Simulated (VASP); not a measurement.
# WC (P-6m2) in VASP: notebook, part 2 of 2

VASP 6.6.1.

### Step 3. Relaxation of shape and atoms at fixed volume, PBE (volume scaled by 0.94)

File INCAR:

```
SYSTEM = WC
PREC     = Accurate       ! precision mode
ENCUT    = 600            ! plane-wave cutoff, eV
EDIFF    = 1E-6           ! SCF threshold, eV
ISMEAR   = 0              ! smearing method
SIGMA    = 0.1            ! smearing width, eV
LREAL    = .FALSE.        ! projectors in reciprocal space
LASPH    = .TRUE.         ! aspherical terms in the spheres
NELM     = 100            ! most SCF steps
ALGO     = Normal         ! electronic algorithm
ISIF     = 4              ! what is computed and relaxed
LWAVE    = .FALSE.        ! write WAVECAR
LCHARG   = .FALSE.        ! write CHGCAR
GGA      = PE             ! functional
IBRION   = 2              ! ionic algorithm
NSW      = 50             ! ionic steps
EDIFFG   = -0.01          ! ionic threshold
```

File KPOINTS:

```
regular mesh
0
G
  18 18 14
  0 0 0
```

File POSCAR:

```
WC
1.0
    2.8595824609      0.0000000000      0.0000000000
   -1.4297912305      2.4764710553      0.0000000000
    0.0000000000      0.0000000000      2.7937212073
W C
1 1
Direct
    0.0000000000      0.0000000000      0.0000000000
    0.6666666667      0.3333333333      0.5000000000
```

Potentials or basis: VASP PAW PBE potentials, release 64 (W_sv, C).

Launch:

```bash
$ cat potpaw_PBE.64/W_sv/POTCAR potpaw_PBE.64/C/POTCAR > POTCAR
$ mpirun -np 1 vasp_std > vasp.out
```

OUTCAR:

```text
SYSTEM = WC
   PREC = Accurate
   ENCUT = 600
   EDIFF = 1E-6
   ISMEAR = 0
   LREAL = .FALSE.
   LASPH = .TRUE.
   NELM = 100
   ISIF = 4
   GGA = PE
   IBRION = 2
   NSW = 50
   EDIFFG = -0.01

 ion  position               nearest neighbor table
   1  0.000  0.000  0.000-   2 2.16   2 2.16   2 2.16   2 2.16   2 2.16   2 2.16
   2  0.667  0.333  0.500-   1 2.16   1 2.16   1 2.16   1 2.16   1 2.16   1 2.16

  LATTYP: Found a hexagonal cell.
 ALAT       =     2.8595824609
 C/A-ratio  =     0.9769682272

  Lattice vectors:

 A1 = (   2.8595824609,   0.0000000000,   0.0000000000)
 A2 = (  -1.4297912305,   2.4764710553,   0.0000000000)
 A3 = (   0.0000000000,   0.0000000000,   2.7937212073)

Analysis of symmetry for initial positions (statically):
=====================================================================
 Subroutine PRICEL returns:
 Original cell was already a primitive cell.

 Routine SETGRP: Setting up the symmetry group for a
 hexagonal supercell.

 Subroutine GETGRP returns: Found 12 space group operations
 (whereof 12 operations were pure point group operations)
 out of a pool of 24 trial point group operations.

The static configuration has the point symmetry D_3h.

Analysis of symmetry for dynamics (positions and initial velocities):
=====================================================================
 Subroutine PRICEL returns:
 Original cell was already a primitive cell.

 Routine SETGRP: Setting up the symmetry group for a
 hexagonal supercell.

 Subroutine GETGRP returns: Found 12 space group operations
 (whereof 12 operations were pure point group operations)
 out of a pool of 24 trial point group operations.

The dynamic configuration has the point symmetry D_3h.

 Subroutine INISYM returns: Found 12 space group operations
[... 128 lines left out ...]
 conjugate gradient relaxation of ions
 non-spin polarized calculation
 Gauss-broadening in eV      SIGMA  =   0.10
  energy-cutoff  :      600.00
  volume of cell :       19.78
 maximum number of plane-waves:       674
 NGX is ok and might be reduce to    24
   NGX = 11   NGY = 11   NGZ = 11

--------------------------------------- Ionic step        1  -------------------------------------------

 number of electron      18.0000000 magnetization

 Free energy of the ion-electron system (eV)
  ---------------------------------------------------
  ext. energy  EPLUGINS =         0.00000000
  ---------------------------------------------------
  free energy    TOTEN  =       -22.33928350 eV

  energy without entropy =      -22.33816687  energy(sigma->0) =      -22.33872519

------------------------ aborting loop because EDIFF is reached ----------------------------------------

  FORCE on cell =-STRESS in cart. coord.  units (eV):
  Direction    XX          YY          ZZ          XY          YZ          ZX
  --------------------------------------------------------------------------------------
  -------------------------------------------------------------------------------------
  Total        3.4147769      3.4147769      3.7196615     -0.0000000     -0.0000000      0.0000000
  in kB      276.5374576    276.5374576    301.2278062     -0.0000000     -0.0000000      0.0000000
  external PRESSURE =     284.7675738 kB  Pullay stress =       0.0000000 kB
[... 59 lines left out ...]
--------------------------------------- Ionic step        3  -------------------------------------------

 number of electron      18.0000000 magnetization

 Free energy of the ion-electron system (eV)
  ---------------------------------------------------
  ext. energy  EPLUGINS =         0.00000000
  ---------------------------------------------------
  free energy    TOTEN  =       -22.33958793 eV

  energy without entropy =      -22.33847617  energy(sigma->0) =      -22.33903205

 E-fermi :  11.7860     XC(G=0): -14.0687

 val. band max:       11.7695313711   @ k =   0.4444   0.0000   0.4286
 cond. band min:      11.7887126595   @ k =   0.3333   0.2222   0.0000
 fundamental gap:      0.0191812884
 Fermi energy:        11.7859883633

 k-point     1 :       0.0000    0.0000    0.0000
  band No.  band energies     occupation
      1     -62.1280      2.00000
      2     -26.1149      2.00000
      3     -25.9823      2.00000
      4     -25.9823      2.00000
      5      -3.0439      2.00000
      6       7.1767      2.00000
      7       8.2659      2.00000
      8       8.2659      2.00000
      9      11.8343      0.49449
     10      15.2328      0.00000
     11      15.2328      0.00000
     12      17.6536      0.00000
     13      17.6536      0.00000
[... 354 lines left out ...]
  band No.  band energies     occupation
      1     -62.0538      2.00000
      2     -26.8960      2.00000
      3     -26.2759      2.00000
      4     -25.9785      2.00000
      5       0.5139      2.00000
      6       4.6764      2.00000
      7       7.9670      2.00000
      8       8.0107      2.00000
      9      11.2628      2.00000
     10      13.6797      0.00000
     11      15.5613      0.00000
     12      16.9479      0.00000
     13      19.6608      0.00000

 [... further k-points ...]
[... 5 lines left out ...]
  --------------------------------------------------------------------------------------
  -------------------------------------------------------------------------------------
  Total        3.4970523      3.4970523      3.5048972     -0.0000000      0.0000000     -0.0000000
  in kB      283.2003364    283.2003364    283.8356323     -0.0000000      0.0000000     -0.0000000
  external PRESSURE =     283.4121017 kB  Pullay stress =       0.0000000 kB
[... 17 lines left out ...]
  FREE ENERGIE OF THE ION-ELECTRON SYSTEM (eV)
  ---------------------------------------------------
  free  energy   TOTEN  =       -22.3395879295 eV

  energy  without entropy=      -22.3384761653  energy(sigma->0) =      -22.33903205

 reached required accuracy - stopping structural energy minimisation
```

Wall time 46 s (1 thread of Intel Xeon 6975P-C (Granite Rapids), shared host); peak memory 0.22 GiB.

What came out:

```
Free energy               : -22.3396 eV
Energy gained by relaxing : 0.2 meV/atom
Ionic steps               : 3
Pressure after relaxing   : 28.3 GPa
Band gap on the k mesh    : zero (band 9 reaches 12.41 eV, above the bottom of band 10 at 11.13 eV)
```

The path:
| step | energy change (eV) | largest force (eV/Å) | pressure (GPa) | volume (Å³) |
| --- | --- | --- | --- | --- |
| 1 | 0.0000 | 0.0000 | 28.48 | 19.78 |
| 2 | 0.0004 | 0.0000 | 28.17 | 19.78 |
| 3 | -0.0003 | 0.0000 | 28.34 | 19.78 |

Final structure:
```xyz
2
Lattice="2.8568 0.0000 0.0000 -1.4284 2.4740 0.0000 0.0000 0.0000 2.7992" Properties=species:S:1:pos:R:3 pbc="T T T"
W     0.0000    0.0000    2.7992
C     1.4284    0.8247    1.3996
```

Levels at points of the mesh, in eV from the Fermi level:
| k point | band 5 | band 6 | band 7 | band 8 | band 9 | band 10 | band 11 | band 12 | band 13 |
| --- | --- | --- | --- | --- | --- | --- | --- | --- | --- |
| (0.00, 0.00, 0.00) | -14.83 | -4.61 | -3.52 | -3.52 | 0.05 | 3.45 | 3.45 | 5.87 | 5.87 |
| (0.50, 0.00, 0.00) | -11.32 | -7.26 | -3.89 | -3.81 | -0.47 | 2.47 | 4.85 | 5.25 | 7.12 |
| (0.00, 0.00, 0.50) | -10.53 | -8.98 | -2.11 | -2.11 | -0.66 | -0.66 | 3.79 | 4.66 | 4.66 |
| (0.50, 0.00, 0.50) | -11.65 | -6.77 | -4.55 | -4.32 | 0.37 | 4.77 | 5.66 | 7.07 | 9.69 |

Caveat: the cell differs from its parent crystal (volume scaled by 0.94); spin-orbit coupling is left out, which moves the levels of the heavy elements.

### Step 4. Relaxation of shape and atoms at fixed volume, PBE (volume scaled by 0.97)

File INCAR:

```
ALGO = Normal ; EDIFF = 1E-7
EDIFFG = -0.01 ; ENCUT = 600
GGA = PE ; IBRION = 2
ISIF = 4 ; ISMEAR = 0
LASPH = True ; LCHARG = False
LREAL = False ; LWAVE = False
NELM = 100 ; NSW = 50
PREC = Accurate ; SIGMA = 0.1
```

File KPOINTS:

```
k-points
0
Gamma
  18 18 14
```

File POSCAR:

```
WC
1.0
    2.8921649791      0.0000000000      0.0000000000
   -1.4460824896      2.5046883439      0.0000000000
    0.0000000000      0.0000000000      2.8182925240
W C
1 1
Direct
    0.0000000000      0.0000000000      0.0000000000
    0.6666666667      0.3333333333      0.5000000000
```

Launch:

```bash
$ cat potpaw_PBE.64/W_sv/POTCAR potpaw_PBE.64/C/POTCAR > POTCAR
$ mpirun -np 1 vasp_std > vasp.out
```

It took 50 s on 1 thread of Intel Xeon 6975P-C (Granite Rapids), shared host; peak memory 0.22 GiB.

It converged, with:

```yaml
Free_energy: -22.4221 eV
Energy_gained_by_relaxing: 0.1 meV/atom
Ionic_steps: 3
Pressure_after_relaxing: 13.6 GPa
Band_gap_on_the_k_mesh: zero (band 9 reaches 11.94 eV, above the bottom of band 10 at 10.71 eV)
```

The path:
| step | energy change (eV) | largest force (eV/Å) | pressure (GPa) | volume (Å³) |
| --- | --- | --- | --- | --- |
| 1 | 0.0000 | 0.0000 | 13.71 | 20.42 |
| 2 | 0.0002 | 0.0000 | 13.42 | 20.42 |
| 3 | -0.0003 | 0.0000 | 13.59 | 20.42 |

Final structure:
```cif
data_structure
_symmetry_space_group_name_H-M 'P 1'
_symmetry_Int_Tables_number 1
_cell_length_a 2.8893
_cell_length_b 2.8893
_cell_length_c 2.8239
_cell_angle_alpha 90.000
_cell_angle_beta 90.000
_cell_angle_gamma 120.000
_cell_volume 20.42
loop_
_atom_site_label
_atom_site_type_symbol
_atom_site_fract_x
_atom_site_fract_y
_atom_site_fract_z
_atom_site_occupancy
W1 W 0.00000 0.00000 0.00000 1
C1 C 0.66667 0.33333 0.50000 1
```

Levels at points of the mesh, in eV from the Fermi level:
```csv
k point,band 5,band 6,band 7,band 8,band 9,band 10,band 11,band 12,band 13
"(0.00, 0.00, 0.00)",-14.57,-4.41,-3.39,-3.39,0.08,3.31,3.31,5.71,5.71
"(0.50, 0.00, 0.00)",-11.17,-7.10,-3.70,-3.65,-0.46,2.39,4.64,5.02,6.95
"(0.00, 0.00, 0.50)",-10.45,-8.76,-2.04,-2.04,-0.60,-0.60,3.71,4.58,4.58
"(0.50, 0.00, 0.50)",-11.41,-6.56,-4.39,-4.23,0.31,4.55,5.43,6.79,9.36
```

Caveat: the cell differs from its parent crystal (volume scaled by 0.97); spin-orbit coupling is left out, which moves the levels of the heavy elements.

### Step 5. Relaxation of shape and atoms at fixed volume, PBE (volume scaled by 1.03)

File INCAR:

```
SYSTEM = WC
PREC     = Accurate       ! precision mode
ENCUT    = 600            ! plane-wave cutoff, eV
EDIFF    = 1E-7           ! SCF threshold, eV
ISMEAR   = 0              ! smearing method
SIGMA    = 0.1            ! smearing width, eV
LREAL    = .False.        ! projectors in reciprocal space
LASPH    = .True.         ! aspherical terms in the spheres
NELM     = 80             ! most SCF steps
ALGO     = Normal         ! electronic algorithm
ISIF     = 4              ! what is computed and relaxed
LWAVE    = .False.        ! write WAVECAR
LCHARG   = .False.        ! write CHGCAR
GGA      = PE             ! functional
IBRION   = 2              ! ionic algorithm
NSW      = 50             ! ionic steps
EDIFFG   = -0.01          ! ionic threshold
```

File KPOINTS:

```
Automatic mesh
0
Gamma
  18 18 14
  0 0 0
```

File POSCAR:

```
WC
1.0
    2.9506083004      0.0000000000      0.0000000000
   -1.4753041502      2.5553017448      0.0000000000
    0.0000000000      0.0000000000      2.8752430703
W C
1 1
Direct
    0.0000000000      0.0000000000      0.0000000000
    0.6666666667      0.3333333333      0.5000000000
```

Launch:

```bash
$ cat potpaw_PBE.64/W_sv/POTCAR potpaw_PBE.64/C/POTCAR > POTCAR
$ mpirun -np 1 vasp_std > vasp.out
```

Run time: 51 s. Hardware: 1 thread of Intel Xeon 6975P-C (Granite Rapids), shared host; peak memory 0.23 GiB.

Results (log left out):

| Property | Result |
| --- | --- |
| Free energy | -22.4336 eV |
| Energy gained by relaxing | 0.1 meV/atom |
| Ionic steps | 3 |
| Pressure after relaxing | -9.7 GPa |
| Band gap on the k mesh | zero (band 9 reaches 11.10 eV, above the bottom of band 10 at 9.93 eV) |

Step by step:
```tsv
step	energy change (eV)	largest force (eV/Å)	pressure (GPa)	volume (Å³)
1	0.0000	0.0000	-9.84	21.68
2	0.0001	0.0000	-9.64	21.68
3	-0.0001	0.0000	-9.75	21.68
```

Final structure:
```
CELL_PARAMETERS angstrom
2.95277 0.00000 0.00000
-1.47638 2.55717 0.00000
0.00000 0.00000 2.87104
ATOMIC_POSITIONS crystal
W 0.00000 0.00000 0.00000
C 0.66667 0.33333 0.50000
```

Levels at points of the mesh, in eV from the Fermi level:
```csv
k point,band 6,band 7,band 8,band 9,band 10,band 11,band 12,band 13
"(0.00, 0.00, 0.00)",-4.05,-3.16,-3.16,0.13,3.06,3.06,5.41,5.41
"(0.50, 0.00, 0.00)",-6.82,-3.37,-3.35,-0.45,2.24,4.26,4.57,6.63
"(0.00, 0.00, 0.50)",-8.35,-1.92,-1.92,-0.52,-0.52,3.56,4.40,4.40
"(0.50, 0.00, 0.50)",-6.17,-4.10,-4.06,0.23,4.15,5.01,6.26,8.75
```

Caveat: the cell differs from its parent crystal (volume scaled by 1.03); spin-orbit coupling is left out, which moves the levels of the heavy elements.

### Step 6. Single point, PBE (volume scaled by 0.88, then relaxed in part)

File INCAR:

```
SYSTEM = WC
ALGO     = Normal         ! electronic algorithm
EDIFF    = 1E-6           ! SCF threshold, eV
ENCUT    = 520            ! plane-wave cutoff, eV
GGA      = PE             ! functional
ISIF     = 2              ! what is computed and relaxed
ISMEAR   = 0              ! smearing method
LASPH    = .True.         ! aspherical terms in the spheres
LCHARG   = .False.        ! write CHGCAR
LREAL    = .False.        ! projectors in reciprocal space
LWAVE    = .False.        ! write WAVECAR
NBANDS   = 16             ! bands
NELM     = 80             ! most SCF steps
PREC     = Accurate       ! precision mode
SIGMA    = 0.1            ! smearing width, eV
```

File KPOINTS:

```
k-points
0
Gamma
  18 18 14
  0 0 0
```

File POSCAR:

```
WC
1.0
    2.7901347826      0.0000000000      0.0000000000
   -1.3950673913      2.4163276017      0.0000000000
    0.0000000000      0.0000000000      2.7472157402
W C
1 1
Direct
    0.0000000000      0.0000000000      0.0000000000
    0.6666666667      0.3333333333      0.5000000000
```

Potentials or basis: VASP PAW PBE potentials, release 64 (W_sv, C).

Launch:

```bash
$ cat potpaw_PBE.64/W_sv/POTCAR potpaw_PBE.64/C/POTCAR > POTCAR
$ mpirun -np 1 vasp_std > vasp.out
```

It took 22 s on 1 thread of Intel Xeon 6975P-C (Granite Rapids), shared host; peak memory 0.2 GiB.

The run converged, but its numbers aren't listed here, since they failed a check.

Caveat: the cell differs from its parent crystal (volume scaled by 0.88, then relaxed in part); spin-orbit coupling is left out, which moves the levels of the heavy elements.

### Step 7. The runs side by side

| cell | gap on the mesh (eV) | pressure (GPa) |
| --- | --- | --- |
| relaxed from a = 2.826, b = 2.826, c = 2.768 Å, angles 90.0, 90.0, 120.0°, 2 atoms | none | 45.6 |
| relaxed from a = 2.860, b = 2.860, c = 2.794 Å, angles 90.0, 90.0, 120.0°, 2 atoms | none | 28.3 |
| relaxed from a = 2.892, b = 2.892, c = 2.818 Å, angles 90.0, 90.0, 120.0°, 2 atoms | none | 13.6 |
| relaxed from a = 2.951, b = 2.951, c = 2.875 Å, angles 90.0, 90.0, 120.0°, 2 atoms | none | -9.7 |

Alike in all rows: task relaxation of shape and atoms at fixed volume; level PBE; potentials or basis VASP PAW PBE potentials, release 64 (W_sv, C); no spin polarisation; k mesh 18 × 18 × 14; cutoff (eV) 600; smearing gaussian 0.1 eV.

Caveats: spin-orbit coupling is left out, which moves the levels of the heavy elements.

Total energies depend on the potentials used, so only differences within one code and one set of settings carry meaning.
